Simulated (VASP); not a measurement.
A run of VASP 6.6.1 is set up as follows.

File INCAR:

```
PREC = Accurate ; ENCUT = 500
EDIFF = 1E-6 ; ISMEAR = 0
SIGMA = 0.1 ; LREAL = False
LASPH = True ; NELM = 200
ALGO = Normal ; ISIF = 2
LWAVE = False ; LCHARG = False
GGA = PE ; NBANDS = 33
GGA_COMPAT = False ; LMAXMIX = 6
```

Contents of KPOINTS:

```
regular mesh
0
Gamma
  8 8 4
```

POSCAR

```
CsNdBr4
1.0
    5.7609977766      0.0000000000      0.0000000000
    0.0000000000      5.7609977766      0.0000000000
    0.0000000000      0.0000000000     10.6918088342
Cs Nd Br
1 1 4
Direct
    0.0000000000      0.0000000000      0.0000000000
    0.5000000000      0.5000000000      0.5000000000
    0.0000000000      0.0000000000      0.6593065419
    0.0000000000      0.0000000000      0.3406934581
    0.5000000000      0.0000000000      0.0000000000
    0.0000000000      0.5000000000      0.0000000000
```

Potentials or basis: VASP PAW PBE potentials, release 64 (Cs_sv, Nd_3, Br), 4f in core.

Command:

```sh
$ cat potpaw_PBE.64/Cs_sv/POTCAR potpaw_PBE.64/Nd_3/POTCAR potpaw_PBE.64/Br/POTCAR > POTCAR
$ mpirun -np 1 vasp_std > vasp.out
```

(1) What does it give for the band gap on the k mesh?

(2) Predict the pressure.

Answers

(1) zero (bands 24 and 25 overlap by 0.02 eV).

(2) 0.1 GPa.

Caveat: spin-orbit coupling is left out, which moves the levels of the heavy elements; the 4f electrons are frozen in the core, so they carry no moment and show no levels; the run has no spin polarisation, though such a crystal can be magnetic.
